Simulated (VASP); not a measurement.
# Cu (I4/mmm) in VASP: further runs

Runs on Cu. Level: PBEsol. Tasks: relaxation of cell and atoms.

Everything below comes from runs of VASP 6.6.1. Logs are shortened: lines on timing, memory, paths and dates and some standing lists are left out, and cuts for length are marked.

### Step 1. The cell of the first run

It takes space group I4/mmm (No. 139, tetragonal). Conventional cell: a = 2.886 Å, b = 2.886 Å, c = 2.752 Å, α = 90.00°, β = 90.00°, γ = 90.00°. Within 3.2 Å of Cu (site symmetry 4/mmm) lie 14 Cu at 2.46 to 2.89 Å.

### Step 2. Relaxation of cell and atoms, PBEsol

The input, INCAR:

```
SYSTEM = Cu
PREC = Accurate ; ENCUT = 600
EDIFF = 1E-7 ; ISMEAR = 0
SIGMA = 0.1 ; LREAL = .False.
LASPH = .True. ; NELM = 100
ALGO = Fast ; ISIF = 3
LWAVE = .False. ; LCHARG = .False.
GGA = PS ; IBRION = 2
NSW = 80 ; EDIFFG = -0.01
```

The input, KPOINTS:

```
Automatic mesh
0
Gamma
  4 4 4
  0 0 0
```

The input, POSCAR:

```
Cu
1.0
   -1.4427933200      1.4427933200      1.3760814500
    1.4427933200     -1.4427933200      1.3760814500
    1.4427933200      1.4427933200     -1.3760814500
Cu
1
Direct
    0.0000000000      0.0000000000      0.0000000000
```

Potentials or basis: VASP PAW PBE potentials, release 64 (Cu).

The run is started by

```
cat potpaw_PBE.64/Cu/POTCAR > POTCAR
mpirun -np 1 vasp_std > vasp.out
```

OUTCAR:

```text
SYSTEM = Cu
   PREC = Accurate
   ENCUT = 600
   EDIFF = 1E-7
   ISMEAR = 0
   LREAL = .False.
   LASPH = .True.
   NELM = 100
   ISIF = 3
   GGA = PS
   IBRION = 2
   NSW = 80
   EDIFFG = -0.01

 ion  position               nearest neighbor table
   1  0.000  0.000  0.000-

  LATTYP: Found a body centered tetragonal cell.
 ALAT       =     2.8855866400
 C/A-ratio  =     0.9537620052

  Lattice vectors:

 A1 = (  -1.4427933200,   1.4427933200,   1.3760814500)
 A2 = (   1.4427933200,  -1.4427933200,   1.3760814500)
 A3 = (   1.4427933200,   1.4427933200,  -1.3760814500)

Analysis of symmetry for initial positions (statically):
=====================================================================
 Subroutine PRICEL returns:
 Original cell was already a primitive cell.

 Routine SETGRP: Setting up the symmetry group for a
 body centered tetragonal supercell.

 Subroutine GETGRP returns: Found 16 space group operations
 (whereof 16 operations were pure point group operations)
 out of a pool of 16 trial point group operations.

The static configuration has the point symmetry D_4h.

Analysis of symmetry for dynamics (positions and initial velocities):
=====================================================================
 Subroutine PRICEL returns:
 Original cell was already a primitive cell.

 Routine SETGRP: Setting up the symmetry group for a
 body centered tetragonal supercell.

 Subroutine GETGRP returns: Found 16 space group operations
 (whereof 16 operations were pure point group operations)
 out of a pool of 16 trial point group operations.

The dynamic configuration has the point symmetry D_4h.

 Subroutine INISYM returns: Found 16 space group operations
 (whereof 16 operations are pure point group operations),
 and found     1 'primitive' translations

----------------------------------------------------------------------------------------

                                     Primitive cell

  volume of cell :      11.4581

  direct lattice vectors                    reciprocal lattice vectors
    -1.442793320  1.442793320  1.376081450     0.000000000  0.346549983  0.363350585
     1.442793320 -1.442793320  1.376081450     0.346549983  0.000000000  0.363350585
     1.442793320  1.442793320 -1.376081450     0.346549983  0.346549983  0.000000000

  length of vectors
     2.461078074  2.461078074  2.461078074     0.502116060  0.502116060  0.490095685

  position of ions in fractional coordinates (direct lattice)
     0.000000000  0.000000000  0.000000000

  ion indices of the primitive-cell ions
   primitive index   ion index
                 1           1

----------------------------------------------------------------------------------------

 KPOINTS: Automatic mesh

Automatic generation of k-mesh.
 Grid dimensions read from file:
 generate k-points for:    4    4    4

 Generating k-lattice:

  Cartesian coordinates                     Fractional coordinates (reciprocal lattice)
     0.000000000  0.086637496  0.090837646     0.250000000 -0.000000000  0.000000000
     0.086637496  0.000000000  0.090837646    -0.000000000  0.250000000  0.000000000
     0.086637496  0.086637496  0.000000000     0.000000000  0.000000000  0.250000000

  Length of vectors
     0.125529015  0.125529015  0.122523921

  Shift w.r.t. Gamma in fractional coordinates (k-lattice)
     0.000000000  0.000000000  0.000000000

 Subroutine IBZKPT returns following result:
 ===========================================

 Found     13 irreducible k-points:

 Following reciprocal coordinates:
            Coordinates               Weight
  0.000000  0.000000  0.000000      1.000000
  0.250000 -0.000000  0.000000      8.000000
  0.500000 -0.000000  0.000000      4.000000
  0.250000  0.250000  0.000000      8.000000
  0.500000  0.250000  0.000000     16.000000
 -0.250000  0.250000  0.000000      4.000000
  0.500000  0.500000  0.000000      2.000000
  0.250000  0.250000  0.250000      2.000000
 -0.250000  0.250000  0.250000      4.000000
  0.500000  0.500000  0.250000      4.000000
 -0.250000  0.500000  0.250000      8.000000
 -0.250000 -0.250000  0.250000      2.000000
  0.500000  0.500000  0.500000      1.000000
   k-points           NKPTS =     13   k-points in BZ     NKDIM =     13   number of bands    NBANDS=      9
   number of dos      NEDOS =    301   number of ions     NIONS =      1
   total plane-waves  NPLWV =   8000
   dimension x,y,z NGX =    20 NGY =   20 NGZ =   20
   dimension x,y,z NGXF=    40 NGYF=   40 NGZF=   40
   ions per type =               1
   NGX,Y,Z   is equivalent  to a cutoff of  13.51, 13.51, 13.51 a.u.
   NGXF,Y,Z  is equivalent  to a cutoff of  27.02, 27.02, 27.02 a.u.
 SYSTEM =  Cu
   PREC   = accura    normal or accurate (medium, high low for compatibility)
   ISTART =      0    job   : 0-new  1-cont  2-samecut
   ICHARG =      2    charge: 1-file 2-atom 10-const
   ISPIN  =      1    spin polarized calculation?
   LNONCOLLINEAR =      F non collinear calculations
   LSORBIT =      F    spin-orbit coupling
   LASPH  =      T    aspherical Exc in radial PAW
   ENCUT  =  600.0 eV  44.10 Ry    6.64 a.u.   4.92  4.92  4.92*2*pi/ulx,y,z
   NELM   =    100;   NELMIN=  2; NELMDL= -5     # of ELM steps
   EDIFF  = 0.1E-06   stopping-criterion for ELM
   LREAL  =      F    real-space projection
   EDIFFG = -.1E-01   stopping-criterion for IOM
   NSW    =     80    number of steps for IOM
   IBRION =      2    ionic relax: 0-MD 1-quasi-New 2-CG
   NFREE  =      1    steps in history (QN), initial steepest desc. (CG)
   ISIF   =      3    stress and relaxation
   ISYM   =      2    0-nonsym 1-usesym 2-fastsym
   POTIM  = 0.5000    time-step for ionic-motion
   TEBEG  =    0.0;   TEEND  =   0.0 temperature during run
   PSTRESS=    0.0 pullay stress
   NELECT =      11.0000    total number of electrons
   NUPDOWN=      -1.0000    fix difference up-down
   EMIN   =  10.00;   EMAX   =-10.00  energy-range for DOS
   EFERMI =   0.00;   METHOD = LEGACY
   ISMEAR =     0;   SIGMA  =   0.10  broadening in eV -4-tet -1-fermi 0-gaus
   EFERMI_NEDOS =   21; number of points for ismear=-14 and -15
   IALGO  =     68    algorithm
   IMIX   =      4    mixing-type and parameters
     AMIX     =   0.40;   BMIX     =  1.00
     AMIX_MAG =   1.60;   BMIX_MAG =  1.00
  volume/ion in A,a.u.               =      11.46        77.32
  Fermi-wavevector in a.u.,A,eV,Ry     =   1.614984  3.051878 35.486359  2.608174
  Thomas-Fermi vector in A             =   2.709805
   LORBIT       =      0    0 simple, 1 ext, 2 COOP (PROOUT), +10 PAW based schemes
   GGA     = PS    functional components
   LHFCALC =     F    Hartree Fock is set to
   AEXX    =    0.0000 exact exchange contribution
   IVDW    =     0    specifies the selected vdW correction
   LEPSILON=     F    determine dielectric tensor
   LRPA    =     F    only Hartree local field effects (RPA)
 conjugate gradient relaxation of ions
 non-spin polarized calculation
 RMM-DIIS sequential band-by-band and
 Gauss-broadening in eV      SIGMA  =   0.10
  energy-cutoff  :      600.00
  volume of cell :       11.46
 maximum number of plane-waves:       396
   NGX =  9   NGY =  9   NGZ =  9

--------------------------------------- Ionic step        1  -------------------------------------------

 number of electron      11.0000000 magnetization

 Free energy of the ion-electron system (eV)
  ---------------------------------------------------
  ext. energy  EPLUGINS =         0.00000000
  ---------------------------------------------------
  free energy    TOTEN  =        -4.07638632 eV

  energy without entropy =       -4.06223144  energy(sigma->0) =       -4.06930888

------------------------ aborting loop because EDIFF is reached ----------------------------------------

  FORCE on cell =-STRESS in cart. coord.  units (eV):
  Direction    XX          YY          ZZ          XY          YZ          ZX
  --------------------------------------------------------------------------------------
  -------------------------------------------------------------------------------------
  Total       -0.0552415     -0.0552415     -0.1874139      0.0000000      0.0000000      0.0000000
  in kB       -7.7243746     -7.7243746    -26.2059623      0.0000000      0.0000000      0.0000000
  external PRESSURE =     -13.8849038 kB  Pullay stress =       0.0000000 kB

 VOLUME and BASIS-vectors are now :
 -----------------------------------------------------------------------------
  energy-cutoff  :      600.00
  volume of cell :       11.46
      direct lattice vectors                 reciprocal lattice vectors
    -1.442793320  1.442793320  1.376081450     0.000000000  0.346549983  0.363350585
     1.442793320 -1.442793320  1.376081450     0.346549983  0.000000000  0.363350585
     1.442793320  1.442793320 -1.376081450     0.346549983  0.346549983  0.000000000
[... 71 lines left out ...]
 POSITION                                       TOTAL-FORCE (eV/Angst)
 -----------------------------------------------------------------------------------
      0.00000      0.00000      0.00000         0.000000     -0.000000      0.000000
 -----------------------------------------------------------------------------------
    total drift:                                0.000000     -0.000000      0.000000

  FREE ENERGIE OF THE ION-ELECTRON SYSTEM (eV)
  ---------------------------------------------------
  free  energy   TOTEN  =        -4.0769987616 eV

  energy  without entropy=       -4.0629445057  energy(sigma->0) =       -4.06997163

[... ionic steps 4 to 9 ...]

--------------------------------------- Ionic step       10  -------------------------------------------

 number of electron      11.0000009 magnetization

------------------------ aborting loop because EDIFF is reached ----------------------------------------

  FORCE on cell =-STRESS in cart. coord.  units (eV):
  Direction    XX          YY          ZZ          XY          YZ          ZX
  --------------------------------------------------------------------------------------
  -------------------------------------------------------------------------------------
  Total        0.0455120      0.0455120      0.0459884      0.0000000      0.0000000      0.0000000
  in kB        6.4185372      6.4185372      6.4857208      0.0000000      0.0000000      0.0000000
  external PRESSURE =       6.4409317 kB  Pullay stress =       0.0000000 kB

 VOLUME and BASIS-vectors are now :
 -----------------------------------------------------------------------------
  energy-cutoff  :      600.00
  volume of cell :       11.36
      direct lattice vectors                 reciprocal lattice vectors
    -1.448859729  1.448859729  1.352968435     0.000000000  0.345098970  0.369557772
     1.448859729 -1.448859729  1.352968435     0.345098970  0.000000000  0.369557772
     1.448859729  1.448859729 -1.352968435     0.345098970  0.345098970  0.000000000
[... 36 lines left out ...]
 POSITION                                       TOTAL-FORCE (eV/Angst)
 -----------------------------------------------------------------------------------
      0.00000      0.00000      0.00000        -0.000000      0.000000      0.000000
 -----------------------------------------------------------------------------------
    total drift:                                0.000000     -0.000000      0.000000

  FREE ENERGIE OF THE ION-ELECTRON SYSTEM (eV)
  ---------------------------------------------------
  free  energy   TOTEN  =        -4.0774204654 eV

  energy  without entropy=       -4.0634843453  energy(sigma->0) =       -4.07045241

--------------------------------------- Ionic step       12  -------------------------------------------

 number of electron      11.0000008 magnetization

 Free energy of the ion-electron system (eV)
  ---------------------------------------------------
  ext. energy  EPLUGINS =         0.00000000
  ---------------------------------------------------
  free energy    TOTEN  =        -4.07765539 eV

  energy without entropy =       -4.06371860  energy(sigma->0) =       -4.07068700

 E-fermi :   7.9803     XC(G=0): -13.1433

 val. band max:        7.3343029725   @ k =   0.5000  -0.0000   0.0000
 cond. band min:       7.9914537701   @ k =   0.5000   0.2500   0.0000
 fundamental gap:      0.6571507977
 Fermi energy:         7.9803229796

 k-point     1 :       0.0000    0.0000    0.0000
  band No.  band energies     occupation
      1      -1.8119      2.00000
      2       4.2908      2.00000
      3       4.5788      2.00000
      4       4.5788      2.00000
      5       5.3636      2.00000
      6       5.6769      2.00000
      7      32.4864      0.00000
      8      32.4864      0.00000
      9      34.4212      0.00000

 k-point     2 :       0.2500   -0.0000    0.0000
  band No.  band energies     occupation
      1       0.5313      2.00000
      2       4.0158      2.00000
      3       4.4639      2.00000
      4       5.2930      2.00000
      5       5.4570      2.00000
      6       5.5608      2.00000
      7      22.1877      0.00000
      8      27.9338      0.00000
      9      28.5329      0.00000
[... 152 lines left out ...]
 POSITION                                       TOTAL-FORCE (eV/Angst)
 -----------------------------------------------------------------------------------
     -0.00000      0.00000      0.00000        -0.000000     -0.000000      0.000000
 -----------------------------------------------------------------------------------
    total drift:                                0.000000     -0.000000      0.000000

  FREE ENERGIE OF THE ION-ELECTRON SYSTEM (eV)
  ---------------------------------------------------
  free  energy   TOTEN  =        -4.0776553937 eV

  energy  without entropy=       -4.0637186028  energy(sigma->0) =       -4.07068700

 reached required accuracy - stopping structural energy minimisation
```

Wall time 30 s (1 thread of Intel Xeon Platinum 8488C (Sapphire Rapids), shared host); peak memory 0.12 GiB.

Results:

```yaml
Free_energy: -4.0777 eV
Relaxed_volume: 11.39 Å³/atom
Relaxed_cell: a = 2.457 Å, b = 2.457 Å, c = 2.457 Å, α = 107.67°, β = 107.67°, γ = 113.14°
Space_group_after_relaxing_to_0.05_Å: I4/mmm (No. 139)
Energy_gained_by_relaxing: 1.3 meV/atom
Ionic_steps: 12
Pressure_after_relaxing: 0.0 GPa
```

The path:
```tsv
step	energy change (eV)	largest force (eV/Å)	pressure (GPa)	volume (Å³)
1	0.0000	0.0000	-1.39	11.46
2	-0.0005	0.0000	0.77	11.29
3	-0.0006	0.0000	0.07	11.35
4	-0.0006	0.0000	0.88	11.32
5	-0.0006	0.0000	0.55	11.34
6	-0.0006	0.0000	0.53	11.34
7	-0.0010	0.0000	-0.19	11.35
8	-0.0012	0.0000	-0.08	11.35
9	-0.0012	0.0000	0.14	11.36
10	-0.0012	0.0000	0.64	11.36
11	-0.0010	0.0000	-1.07	11.45
12	-0.0013	0.0000	-0.02	11.39
```

Final structure:
```cif
data_structure
_symmetry_space_group_name_H-M 'P 1'
_symmetry_Int_Tables_number 1
_cell_length_a 2.4572
_cell_length_b 2.4572
_cell_length_c 2.4572
_cell_angle_alpha 107.669
_cell_angle_beta 107.669
_cell_angle_gamma 113.138
_cell_volume 11.39
loop_
_atom_site_label
_atom_site_type_symbol
_atom_site_fract_x
_atom_site_fract_y
_atom_site_fract_z
_atom_site_occupancy
Cu1 Cu 0.00000 0.00000 0.00000 1
```

Levels at points of the mesh, in eV from the Fermi level:
```
           k point  band 3  band 4  band 5  band 6  band 7  band 8  band 9
(0.00, 0.00, 0.00)   -3.40   -3.40   -2.62   -2.30   24.51   24.51   26.44
(0.50, 0.00, 0.00)   -2.48   -2.19   -1.68   -0.65    4.61   17.09   17.18
(0.50, 0.50, 0.00)   -2.70   -2.40   -1.72   -1.18    3.83   18.93   19.26
(0.50, 0.50, 0.50)   -1.89   -1.89   -1.81    7.32    7.32   10.03   13.01
```

Caveat: the k points lie up to 0.79 Å⁻¹ apart in the final cell; the PAW data sets were made with another functional, which shifts forces and pressure a little.

[end of part 1 of 2]
